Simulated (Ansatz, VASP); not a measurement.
## NaTl in VASP and in Ansatz

```
CELL_PARAMETERS angstrom
0.00000 3.80856 3.80856
3.80856 0.00000 3.80856
3.80856 3.80856 0.00000
ATOMIC_POSITIONS crystal
Na 0.50000 0.50000 0.50000
Na 0.75000 0.75000 0.75000
Tl 0.00000 0.00000 0.00000
Tl 0.25000 0.25000 0.25000
```

Change from the starting cell: volume scaled by 1.06.

Alike in both runs: task single point; functional PBEsol; k mesh 10 × 10 × 10; occupations fermi-dirac, width 0.05 eV; no spin polarisation.

```csv
,VASP,Ansatz
version,VASP 6.6.1,Ansatz 0.2.0
potentials or method,"VASP PAW PBE potentials, release 64 (Na_pv, Tl_d), cutoff 520 eV","all-electron LAPW, scalar-relativistic"
```

|  | VASP | Ansatz | Ansatz less VASP |
| --- | --- | --- | --- |
| pressure (GPa) | -1.1 | -1.1 | +0.02 |

VASP's potentials were made for PBE, not for PBEsol. Ansatz ran all-electron here, and VASP with PAW potentials.

Spin-orbit coupling is off throughout.
